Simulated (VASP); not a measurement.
# LiTi12 (a cell with a defect) in VASP: a series of runs

LiTi12 (a cell with a defect) is run at these levels: PBEsol; tasks: single point.

Everything below comes from runs of VASP 6.6.1. Logs are shortened: lines on timing, memory, paths and dates and some standing lists are left out, and cuts for length are marked.

## Step 1: The cell of the first run

The cell holds a defect, 13 atoms: a = 5.900 Å, b = 8.850 Å, c = 4.685 Å, α = 90.00°, β = 90.00°, γ = 120.00°.

## Step 2: Single point, PBEsol

Contents of INCAR:

```
SYSTEM = LiTi12
PREC = Accurate
ENCUT = 520
EDIFF = 1E-6
ISMEAR = 0
SIGMA = 0.05
LREAL = .FALSE.
LASPH = .TRUE.
NELM = 80
ALGO = Normal
ISIF = 2
LWAVE = .FALSE.
LCHARG = .FALSE.
GGA = PS
NBANDS = 86
```

Contents of KPOINTS:

```
Automatic mesh
0
G
  3 2 4
  0 0 0
```

Contents of POSCAR:

```
LiTi12
1.0
    5.9000000000      0.0000000000      0.0000000000
   -4.4250000000      7.6643250000      0.0000000000
    0.0000000000      0.0000000000      4.6846000000
Ti Li
12 1
Direct
   -0.0097572749     -0.0009394174      0.0157627119
    0.1524722325      0.2102493044      0.5159947488
    0.0127777232      0.3406136874      0.0168010076
    0.1803108735      0.5658737071      0.5299338257
    0.0011188566      0.6582744077      0.0358107416
    0.2352815879      0.9284531906      0.4555379328
    0.5080873466      0.0067309254     -0.0341254323
    0.6890166317      0.2368551699      0.4954183922
    0.4801109610      0.3133323548      0.0046178969
    0.6179383278      0.4988603693      0.4908875891
    0.4977794775      0.6650438232      0.0339488964
    0.6402359420      0.9206402390      0.4602518892
    0.8283087248      0.7704480173      0.5716573453
```

Potentials or basis: VASP PAW PBE potentials, release 64 (Ti_sv, Li_sv).

Run with:

```
$ cat potpaw_PBE.64/Ti_sv/POTCAR potpaw_PBE.64/Li_sv/POTCAR > POTCAR
$ mpirun -np 1 vasp_std > vasp.out
```

OUTCAR:

```text
SYSTEM = LiTi12
   PREC = Accurate
   ENCUT = 520
   EDIFF = 1E-6
   ISMEAR = 0
   LREAL = .FALSE.
   LASPH = .TRUE.
   NELM = 80
   ISIF = 2
   GGA = PS

 ion  position               nearest neighbor table
   1  0.990  0.999  0.016-  13 2.72   6 2.76  12 2.77   9 2.84   2 2.85   2 2.85   7 2.89
   2  0.152  0.210  0.516-  10 2.66   6 2.79  12 2.83   9 2.84   1 2.85   1 2.85   8 2.86   3 2.90
                             3 2.91
   3  0.013  0.341  0.017-   8 2.79   5 2.85   4 2.86  11 2.87   9 2.89   2 2.90   2 2.91
   4  0.180  0.566  0.530-   5 2.83  11 2.83   3 2.86  11 2.87   5 2.88   8 2.91
   5  0.001  0.658  0.036-   4 2.83   3 2.85   6 2.86   4 2.88  11 2.90  10 2.91
   6  0.235  0.928  0.456-  13 2.16  12 2.42   7 2.69   8 2.71   1 2.76   7 2.77   2 2.79   5 2.86

   7  0.508  0.007  0.966-  12 2.67   6 2.69  12 2.72   6 2.77   9 2.81   8 2.82   1 2.89
   8  0.689  0.237  0.495-  10 2.55  12 2.67   6 2.71   3 2.79   7 2.82   9 2.85   2 2.86   4 2.91
                             9 2.92
   9  0.480  0.313  0.005-  10 2.69  10 2.80   7 2.81   2 2.84   1 2.84   8 2.85   3 2.89   8 2.92

  10  0.618  0.499  0.491-  13 2.12   8 2.55   2 2.66   9 2.69   9 2.80  11 2.88   5 2.91
  11  0.498  0.665  0.034-  13 2.75  12 2.81   4 2.83   4 2.87   3 2.87  10 2.88   5 2.90
  12  0.640  0.921  0.460-  13 2.18   6 2.42   8 2.67   7 2.67   7 2.72   1 2.77  11 2.81   2 2.83

  13  0.828  0.770  0.572-  10 2.12   6 2.16  12 2.18   1 2.72  11 2.75

  LATTYP: Found a simple monoclinic cell.
 ALAT       =     5.9000000000
 B/A-ratio  =     0.7940000000
 C/A-ratio  =     1.3228756849
 COS(beta)  =    -0.1889822323

  Lattice vectors:

 A1 = (   5.9000000000,   0.0000000000,   0.0000000000)
 A2 = (   0.0000000000,   0.0000000000,   4.6846000000)
 A3 = (  -1.4750000000,  -7.6643250000,   0.0000000000)

Analysis of symmetry for initial positions (statically):
=====================================================================
 Subroutine PRICEL returns:
 Original cell was already a primitive cell.

 Routine SETGRP: Setting up the symmetry group for a
 simple monoclinic supercell.

 Subroutine GETGRP returns: Found  1 space group operations
 (whereof  1 operations were pure point group operations)
 out of a pool of  4 trial point group operations.

The static configuration has the point symmetry C_1 .

Analysis of symmetry for dynamics (positions and initial velocities):
=====================================================================
 Subroutine PRICEL returns:
 Original cell was already a primitive cell.

 Routine SETGRP: Setting up the symmetry group for a
 simple monoclinic supercell.

 Subroutine GETGRP returns: Found  1 space group operations
 (whereof  1 operations were pure point group operations)
 out of a pool of  4 trial point group operations.

The dynamic configuration has the point symmetry C_1 .

 Subroutine INISYM returns: Found  1 space group operations
 (whereof  1 operations are pure point group operations),
 and found     1 'primitive' translations

----------------------------------------------------------------------------------------

                                     Primitive cell

  volume of cell :     211.8354

  direct lattice vectors                    reciprocal lattice vectors
     5.900000000  0.000000000  0.000000000     0.169491525  0.097855976  0.000000000
    -4.425000000  7.664325000  0.000000000     0.000000000  0.130474634  0.000000000
     0.000000000  0.000000000  4.684600000     0.000000000  0.000000000  0.213465397

  length of vectors
     5.900000000  8.850000153  4.684600000     0.195711955  0.130474634  0.213465397

  position of ions in fractional coordinates (direct lattice)
     0.990242725  0.999060583  0.015762712
     0.152472233  0.210249304  0.515994749
     0.012777723  0.340613687  0.016801008
     0.180310873  0.565873707  0.529933826
     0.001118857  0.658274408  0.035810742
     0.235281588  0.928453191  0.455537933
     0.508087347  0.006730925  0.965874568
     0.689016632  0.236855170  0.495418392
     0.480110961  0.313332355  0.004617897
[... 57 lines left out ...]
|     Results are often still useful ...                                      |
|                                                                             |
 -----------------------------------------------------------------------------

 Subroutine IBZKPT returns following result:
 ===========================================

 Found     14 irreducible k-points:

 Following reciprocal coordinates:
            Coordinates               Weight
  0.000000  0.000000  0.000000      1.000000
  0.333333 -0.000000  0.000000      2.000000
  0.000000  0.500000  0.000000      1.000000
  0.333333  0.500000  0.000000      2.000000
  0.000000  0.000000  0.250000      2.000000
  0.333333 -0.000000  0.250000      2.000000
 -0.333333  0.000000  0.250000      2.000000
  0.000000  0.500000  0.250000      2.000000
  0.333333  0.500000  0.250000      2.000000
 -0.333333  0.500000  0.250000      2.000000
  0.000000  0.000000  0.500000      1.000000
  0.333333 -0.000000  0.500000      2.000000
  0.000000  0.500000  0.500000      1.000000
  0.333333  0.500000  0.500000      2.000000
   k-points           NKPTS =     14   k-points in BZ     NKDIM =     14   number of bands    NBANDS=     86
   number of dos      NEDOS =    301   number of ions     NIONS =     13
   total plane-waves  NPLWV = 120960
   dimension x,y,z NGX =    48 NGY =   70 NGZ =   36
   dimension x,y,z NGXF=    96 NGYF=  140 NGZF=   72
   ions per type =              12   1
   NGX,Y,Z   is equivalent  to a cutoff of  13.53, 13.15, 12.78 a.u.
   NGXF,Y,Z  is equivalent  to a cutoff of  27.05, 26.30, 25.55 a.u.
 SYSTEM =  LiTi12
   PREC   = accura    normal or accurate (medium, high low for compatibility)
   ISTART =      0    job   : 0-new  1-cont  2-samecut
   ICHARG =      2    charge: 1-file 2-atom 10-const
   ISPIN  =      1    spin polarized calculation?
   LNONCOLLINEAR =      F non collinear calculations
   LSORBIT =      F    spin-orbit coupling
   LASPH  =      T    aspherical Exc in radial PAW
   ENCUT  =  520.0 eV  38.22 Ry    6.18 a.u.  10.97 16.46  8.71*2*pi/ulx,y,z
   NELM   =     80;   NELMIN=  2; NELMDL= -5     # of ELM steps
   EDIFF  = 0.1E-05   stopping-criterion for ELM
   LREAL  =      F    real-space projection
   EDIFFG = 0.1E-04   stopping-criterion for IOM
   NSW    =      0    number of steps for IOM
   IBRION =     -1    ionic relax: 0-MD 1-quasi-New 2-CG
   NFREE  =      0    steps in history (QN), initial steepest desc. (CG)
   ISIF   =      2    stress and relaxation
   ISYM   =      2    0-nonsym 1-usesym 2-fastsym
   POTIM  = 0.5000    time-step for ionic-motion
   TEBEG  =    0.0;   TEEND  =   0.0 temperature during run
   PSTRESS=    0.0 pullay stress
   NELECT =     147.0000    total number of electrons
   NUPDOWN=      -1.0000    fix difference up-down
   EMIN   =  10.00;   EMAX   =-10.00  energy-range for DOS
   EFERMI =   0.00;   METHOD = LEGACY
   ISMEAR =     0;   SIGMA  =   0.05  broadening in eV -4-tet -1-fermi 0-gaus
   EFERMI_NEDOS =   21; number of points for ismear=-14 and -15
   IALGO  =     38    algorithm
   IMIX   =      4    mixing-type and parameters
     AMIX     =   0.40;   BMIX     =  1.00
     AMIX_MAG =   1.60;   BMIX_MAG =  1.00
  volume/ion in A,a.u.               =      16.30       109.96
  Fermi-wavevector in a.u.,A,eV,Ry     =   1.449376  2.738924 28.581642  2.100691
  Thomas-Fermi vector in A             =   2.567110
   LORBIT       =      0    0 simple, 1 ext, 2 COOP (PROOUT), +10 PAW based schemes
   GGA     = PS    functional components
   LHFCALC =     F    Hartree Fock is set to
   AEXX    =    0.0000 exact exchange contribution
   IVDW    =     0    specifies the selected vdW correction
   LEPSILON=     F    determine dielectric tensor
   LRPA    =     F    only Hartree local field effects (RPA)
 non-spin polarized calculation
 Gauss-broadening in eV      SIGMA  =   0.05
  energy-cutoff  :      520.00
  volume of cell :      211.84
 maximum number of plane-waves:      5706
 NGX is ok and might be reduce to    48
   NGX = 21   NGY = 33   NGZ = 17

 number of electron     146.9999997 magnetization

 Free energy of the ion-electron system (eV)
  ---------------------------------------------------
  ext. energy  EPLUGINS =         0.00000000
  ---------------------------------------------------
  free energy    TOTEN  =       -99.41283060 eV

  energy without entropy =      -99.39455393  energy(sigma->0) =      -99.40369226

 E-fermi :   8.1972     XC(G=0): -11.6483

 val. band max:        8.1846502651   @ k =   0.3333   0.5000   0.0000
 cond. band min:       8.2031369677   @ k =  -0.3333   0.5000   0.2500
 fundamental gap:      0.0184867026
 Fermi energy:         8.1971738424

 k-point     1 :       0.0000    0.0000    0.0000
  band No.  band energies     occupation
      1     -48.4246      2.00000
      2     -48.3547      2.00000
      3     -48.3297      2.00000
      4     -48.2955      2.00000
      5     -48.2564      2.00000
      6     -48.2038      2.00000
[... 1221 lines left out ...]
     84       8.8831      0.00000
     85       8.9375      0.00000
 [bands above 85 left out]

------------------------ aborting loop because EDIFF is reached ----------------------------------------

  FORCE on cell =-STRESS in cart. coord.  units (eV):
  Direction    XX          YY          ZZ          XY          YZ          ZX
  --------------------------------------------------------------------------------------
  -------------------------------------------------------------------------------------
  Total        0.7150425      2.8556480     -0.1927595      0.0509401     -0.7309046     -0.0558569
  in kB        5.4080914     21.5981631     -1.4579009      0.3852761     -5.5280615     -0.4224631
  external PRESSURE =       8.5161179 kB  Pullay stress =       0.0000000 kB

 VOLUME and BASIS-vectors are now :
 -----------------------------------------------------------------------------
  energy-cutoff  :      520.00
  volume of cell :      211.84
      direct lattice vectors                 reciprocal lattice vectors
     5.900000000  0.000000000  0.000000000     0.169491525  0.097855976  0.000000000
    -4.425000000  7.664325000  0.000000000     0.000000000  0.130474634  0.000000000
     0.000000000  0.000000000  4.684600000     0.000000000  0.000000000  0.213465397

 POSITION                                       TOTAL-FORCE (eV/Angst)
 -----------------------------------------------------------------------------------
      1.42159      7.65712      0.07384         0.003419      0.053634      0.049759
     -0.03077      1.61142      2.41723         0.007092      0.008963     -0.045179
     -1.43183      2.61057      0.07871        -0.002544     -0.011186      0.046907
     -1.44016      4.33704      2.48253        -0.000952     -0.005507      0.137942
     -2.90626      5.04523      0.16776         0.017908     -0.021034      0.175097
     -2.72024      7.11597      2.13401         0.021186     -0.029498     -0.145182
      2.96793      0.05159      4.52474        -0.027510     -0.009017     -0.132630
      3.01711      1.81534      2.32084        -0.030958     -0.019980     -0.078579
      1.44616      2.40148      0.02163         0.012123      0.034814     -0.129511
      1.43838      3.82343      2.29961         0.011060     -0.004380     -0.274532
     -0.00592      5.09711      0.15904        -0.027684     -0.032615      0.178827
     -0.29644      7.05609      2.15610         0.008442     -0.013369     -0.159483
      1.47779      5.90496      2.67799         0.008419      0.049176      0.376566
 -----------------------------------------------------------------------------------
    total drift:                                0.000007      0.000103      0.000718

  FREE ENERGIE OF THE ION-ELECTRON SYSTEM (eV)
  ---------------------------------------------------
  free  energy   TOTEN  =       -99.4128305981 eV

  energy  without entropy=      -99.3945539270  energy(sigma->0) =      -99.40369226
```

Run time: 17 min. Hardware: 1 thread of Intel Xeon Platinum 8375C at 2.90GHz (Ice Lake), shared host; peak memory 0.41 GiB.

Results:

- Free energy: -99.4128 eV
- Largest force: 0.380 eV/Å
- Band gap on the k mesh: zero (an odd number of electrons rules out a gap without spin polarisation)

Forces in eV/Å, atoms in the order of the input:
```
Ti   0.003  0.054  0.050
Ti   0.007  0.009 -0.045
Ti  -0.003 -0.011  0.047
Ti  -0.001 -0.006  0.138
Ti   0.018 -0.021  0.175
Ti   0.021 -0.029 -0.145
Ti  -0.028 -0.009 -0.133
Ti  -0.031 -0.020 -0.079
Ti   0.012  0.035 -0.130
Ti   0.011 -0.004 -0.275
Ti  -0.028 -0.033  0.179
Ti   0.008 -0.013 -0.159
Li   0.008  0.049  0.377
```

Caveat: the k points lie up to 0.41 Å⁻¹ apart, too coarse for converged energies and pressures of a metal; the cutoff is under 1.25 times the usual one of these potentials, so pressure, stress and relaxed cells hold a basis-set (Pulay) error; the PAW data sets were made with another functional, which shifts forces and pressure a little.

## Step 3: Single point, PBEsol

Contents of INCAR:

```
SYSTEM = LiTi12
  ALGO = Normal
  EDIFF = 1E-6
  ENCUT = 520
  GGA = PS
  ISIF = 2
  ISMEAR = 0
  LASPH = .True.
  LCHARG = .False.
  LREAL = .False.
  LWAVE = .False.
  NBANDS = 86
  NELM = 60
  PREC = Accurate
  SIGMA = 0.05
```

Contents of KPOINTS:

```
k-points
0
Gamma
  3 2 4
  0 0 0
```

Contents of POSCAR:

```
LiTi12
1.0
    5.9000000000      0.0000000000      0.0000000000
   -4.4250000000      7.6643250000      0.0000000000
    0.0000000000      0.0000000000      4.6846000000
Ti Li
12 1
Direct
   -0.0140893055     -0.0063843848      0.0014829441
    0.1503761410      0.2090576796      0.5176111087
    0.0144240621      0.3416989754      0.0009104299
    0.1814119310      0.5672859645      0.4975045895
    0.0002304341      0.6601067935     -0.0024574137
    0.2372936874      0.9324245775      0.4747679631
    0.5127769782      0.0075706602     -0.0141892584
    0.6929569229      0.2389893435      0.5035296503
    0.4761196312      0.3093382653      0.0215945865
    0.6113566702      0.4948394020      0.5369860821
    0.5028101499      0.6683229117     -0.0052898860
    0.6412802145      0.9236287605      0.4836250694
    0.8242451097      0.7664590163      0.4951413141
```

Potentials or basis: VASP PAW PBE potentials, release 64 (Ti_sv, Li_sv).

Run with:

```
$ cat potpaw_PBE.64/Ti_sv/POTCAR potpaw_PBE.64/Li_sv/POTCAR > POTCAR
$ mpirun -np 1 vasp_std > vasp.out
```

OUTCAR:

```text
SYSTEM = LiTi12
   EDIFF = 1E-6
   ENCUT = 520
   GGA = PS
   ISIF = 2
   ISMEAR = 0
   LASPH = .True.
   LREAL = .False.
   NELM = 60
   PREC = Accurate

 ion  position               nearest neighbor table
   1  0.986  0.994  0.001-   2 2.80   9 2.85   7 2.86  11 2.86   6 2.87  12 2.89
   2  0.150  0.209  0.518-  10 2.63   6 2.75  12 2.80   1 2.80   8 2.84   3 2.84   9 2.86   9 2.89

   3  0.014  0.342  0.001-   2 2.84   8 2.85   5 2.86   8 2.87   9 2.88  11 2.89   4 2.90
   4  0.181  0.567  0.498-  11 2.85   5 2.86   5 2.86  11 2.87   8 2.89   3 2.90  10 2.92
   5  0.000  0.660  0.998-   4 2.86   4 2.86   3 2.86
   6  0.237  0.932  0.475-  13 2.13  12 2.42   7 2.69   8 2.70   2 2.75   7 2.78   1 2.87
   7  0.513  0.008  0.986-  12 2.67  12 2.69   6 2.69   6 2.78   9 2.79   1 2.86   8 2.87
   8  0.693  0.239  0.504-  10 2.54  12 2.65   6 2.70   9 2.81   2 2.84   3 2.85   3 2.87   7 2.87
                             4 2.89
   9  0.476  0.309  0.022-  10 2.68   7 2.79  10 2.80   8 2.81   1 2.85   2 2.86   3 2.88   2 2.89

  10  0.611  0.495  0.537-  13 2.09   8 2.54   2 2.63   9 2.68   9 2.80  11 2.89   4 2.92
[... 1461 lines left out ...]
------------------------ aborting loop because EDIFF is reached ----------------------------------------

  FORCE on cell =-STRESS in cart. coord.  units (eV):
  Direction    XX          YY          ZZ          XY          YZ          ZX
  --------------------------------------------------------------------------------------
  -------------------------------------------------------------------------------------
  Total        1.7292414      3.4696863     -2.3753988      0.0415974     -2.0229076     -0.3237980
  in kB       13.0787964     26.2423280    -17.9658876      0.3146144    -15.2998857     -2.4489859
  external PRESSURE =       7.1184123 kB  Pullay stress =       0.0000000 kB

 VOLUME and BASIS-vectors are now :
 -----------------------------------------------------------------------------
  energy-cutoff  :      520.00
  volume of cell :      211.84
      direct lattice vectors                 reciprocal lattice vectors
     5.900000000  0.000000000  0.000000000     0.169491525  0.097855976  0.000000000
    -4.425000000  7.664325000  0.000000000     0.000000000  0.130474634  0.000000000
     0.000000000  0.000000000  4.684600000     0.000000000  0.000000000  0.213465397

 POSITION                                       TOTAL-FORCE (eV/Angst)
 -----------------------------------------------------------------------------------
      1.42012      7.61539      0.00695         0.001767      0.001298      0.002288
     -0.03786      1.60229      2.42480         0.001019     -0.003852     -0.002791
     -1.42692      2.61889      0.00426        -0.000728     -0.002241     -0.004536
     -1.43991      4.34786      2.33061         0.001349     -0.000944      0.004082
     -2.91961      5.05927      4.67309         0.003221     -0.003252     -0.000120
     -2.72595      7.14640      2.22410         0.002886      0.009136     -0.000710
      2.99188      0.05802      4.61813        -0.004868      0.004540     -0.001414
      3.03092      1.83169      2.35883        -0.000900     -0.009512      0.003432
      1.44028      2.37087      0.10116         0.001097      0.000282     -0.005699
      1.41734      3.79261      2.51557        -0.006801     -0.013077      0.010238
      0.00925      5.12224      4.65982        -0.006815      0.000922      0.000017
     -0.30350      7.07899      2.26559         0.005492      0.014151     -0.001360
      1.47147      5.87439      2.31954         0.003281      0.002550     -0.003428
 -----------------------------------------------------------------------------------
    total drift:                                0.000031      0.000611     -0.000121

  FREE ENERGIE OF THE ION-ELECTRON SYSTEM (eV)
  ---------------------------------------------------
  free  energy   TOTEN  =       -99.1668773206 eV

  energy  without entropy=      -99.1501559120  energy(sigma->0) =      -99.15851662
```

OSZICAR:

```text
N       E                     dE             d eps       ncg     rms          rms(c)
DAV:   1     0.219911887034E+04    0.21991E+04   -0.72071E+04  2408   0.214E+03
DAV:   2     0.214726607796E+03   -0.19844E+04   -0.19537E+04  2408   0.685E+02
DAV:   3    -0.565302655061E+02   -0.27126E+03   -0.26048E+03  3548   0.216E+02
[... 14 lines left out ...]
DAV:  18    -0.991668778679E+02   -0.31254E-04   -0.70265E-04  3720   0.188E-01    0.465E-02
DAV:  19    -0.991668755045E+02    0.23634E-05   -0.32150E-04  3096   0.140E-01    0.292E-02
DAV:  20    -0.991668772386E+02   -0.17341E-05   -0.88282E-05  3368   0.692E-02    0.148E-02
DAV:  21    -0.991668771440E+02    0.94584E-07   -0.35157E-05  3320   0.460E-02    0.952E-03
DAV:  22    -0.991668773206E+02   -0.17656E-06   -0.71464E-06  2568   0.226E-02
   1 F= -.99166877E+02 E0= -.99158517E+02  d E =-.167214E-01
```

Run time: 19 min. Hardware: 1 thread of Intel Xeon Platinum 8375C at 2.90GHz (Ice Lake), shared host; peak memory 0.41 GiB.

What came out:

| Property | Result |
| --- | --- |
| Free energy | -99.1669 eV |
| Largest force | 0.018 eV/Å |
| Band gap on the k mesh | zero (an odd number of electrons rules out a gap without spin polarisation) |

Forces in eV/Å, atoms in the order of the input:
```
Ti   0.002  0.001  0.002
Ti   0.001 -0.004 -0.003
Ti  -0.001 -0.002 -0.005
Ti   0.001 -0.001  0.004
Ti   0.003 -0.003  0.000
Ti   0.003  0.009 -0.001
Ti  -0.005  0.005 -0.001
Ti  -0.001 -0.010  0.003
Ti   0.001  0.000 -0.006
Ti  -0.007 -0.013  0.010
Ti  -0.007  0.001  0.000
Ti   0.005  0.014 -0.001
Li   0.003  0.003 -0.003
```

Caveat: the k points lie up to 0.41 Å⁻¹ apart, too coarse for converged energies and pressures of a metal; the cutoff is under 1.25 times the usual one of these potentials, so pressure, stress and relaxed cells hold a basis-set (Pulay) error; the PAW data sets were made with another functional, which shifts forces and pressure a little.

The gap in the log of VASP goes by the Fermi energy; the results here count the filled bands.